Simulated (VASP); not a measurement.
Input of a VASP 6.6.1 run:

Contents of INCAR:

```
SYSTEM = SiC
PREC = Accurate ; ENCUT = 520
EDIFF = 1E-7 ; ISMEAR = -1
SIGMA = 0.001 ; LREAL = .FALSE.
LASPH = .TRUE. ; NELM = 60
ALGO = Normal ; ISIF = 2
LWAVE = .FALSE. ; LCHARG = .TRUE.
GGA = PE ; LELF = .TRUE.
LVHAR = .TRUE. ; NBANDS = 16
```

KPOINTS

```
regular mesh
0
G
  8 8 8
  0 0 0
```

POSCAR

```
SiC
1.0
    1.2669330388      0.7314641310      7.1782539203
   -1.2669330388      0.7314641310      7.1782539203
    0.0000000000     -1.4629282619      7.1782539203
C Si
2 2
Direct
    0.1767202019      0.1767202019      0.1767202019
    0.8232797981      0.8232797981      0.8232797981
    0.7286037273      0.7286037273      0.7286037273
    0.2713962727      0.2713962727      0.2713962727
```

Potentials or basis: VASP PAW PBE potentials, release 64 (C, Si).

The run is started by

```console
$ cat potpaw_PBE.64/C/POTCAR potpaw_PBE.64/Si/POTCAR > POTCAR
$ mpirun -np 1 vasp_std > vasp.out
```

(1) What does it give for the largest force?

(2) What does it give for the band gap on the k mesh?

## Answers

(1) 0.283 eV/Å.

(2) zero (band 8 reaches 14.71 eV, above the bottom of band 9 at 8.22 eV).
